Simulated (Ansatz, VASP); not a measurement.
## NaC3 in VASP and in Ansatz

```
CELL_PARAMETERS angstrom
4.37573 0.00000 0.00000
-2.18787 3.78950 0.00000
0.00000 0.00000 4.96048
ATOMIC_POSITIONS crystal
Na 0.33333 0.66667 0.50000
Na 0.66667 0.33333 0.50000
C 0.00000 0.66690 0.00000
C 0.66690 0.00000 0.00000
C 0.33310 0.33310 0.00000
C 0.66690 0.66690 0.00000
C 0.33310 0.00000 0.00000
C 0.00000 0.33310 0.00000
```

Alike in both runs: functional PBE; k mesh 6 × 6 × 6; occupations gaussian, width 0.1 eV; no spin polarisation.

Ansatz relaxed the structure, and its values are those at the end. VASP's run is a single point on that final structure, the one shown.

```csv
,VASP,Ansatz
version,VASP 6.6.1,Ansatz 0.2.0
potentials or method,"VASP PAW PBE potentials, release 64 (Na_pv, C), cutoff 520 eV","scalar-relativistic, plane waves, PAW"
valence electrons in the cell,38,42
```

|  | VASP | Ansatz | Ansatz less VASP |
| --- | --- | --- | --- |
| gap on the k mesh at the Fermi level (eV) | none | none | - |
| pressure (GPa) | 0.3 | 0.1 | -0.27 |
| rms of the force components (eV/Å) | 0.009 | 0.010 | +0.0008 |

A gap of «none» marks a metal or a gap that the smearing closes. With one functional, cell and mesh, what is left measures potentials, basis and numerics. VASP's potentials hold 38 valence electrons a cell and Ansatz's 42, so a difference there can come from the potentials and not from the codes.
